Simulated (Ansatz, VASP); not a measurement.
SnO: VASP beside Ansatz

```
CELL_PARAMETERS angstrom
3.80200 0.00000 0.00000
0.00000 3.80200 0.00000
0.00000 0.00000 4.78764
ATOMIC_POSITIONS crystal
Sn 0.00000 0.50000 0.23850
Sn 0.50000 0.00000 0.76150
O 0.00000 0.00000 0.00000
O 0.50000 0.50000 0.00000
```

Change from the starting cell: zz strain of -1 %, PAW files.

Alike in both runs: task electric field gradients; functional PBEsol; k mesh 8 × 8 × 6; occupations fermi-dirac, width 0.01 eV; no spin polarisation.

|  | VASP | Ansatz |
| --- | --- | --- |
| version | VASP 6.6.1 | Ansatz 0.2.0 |
| potentials or method | VASP PAW PBE potentials, release 64 (Sn_d, O) | PAW with Ansatz's default frozen-core files, scalar-relativistic |
| plane-wave cutoff (eV) | 520 | 420 |
| valence electrons in the cell | 40 | 40 |

|  | VASP | Ansatz | Ansatz less VASP |
| --- | --- | --- | --- |
| pressure (GPa) | 1.0 | 0.8 | -0.26 |
| traceless stress, the component that is largest in VASP (GPa) | 0.05 | 0.05 | -0.004 |
| rms of the force components (eV/Å) | 0.136 | 0.102 | -0.0345 |
| size of Vzz on the site where it differs most (V/Å²) | 160.2 | 168.6 | +8.40 |

VASP's potentials were made for PBE, not for PBEsol. Atom by atom the forces differ by 0.035 eV/Å (rms over components). With one functional, cell and mesh, what is left measures potentials, basis and numerics.
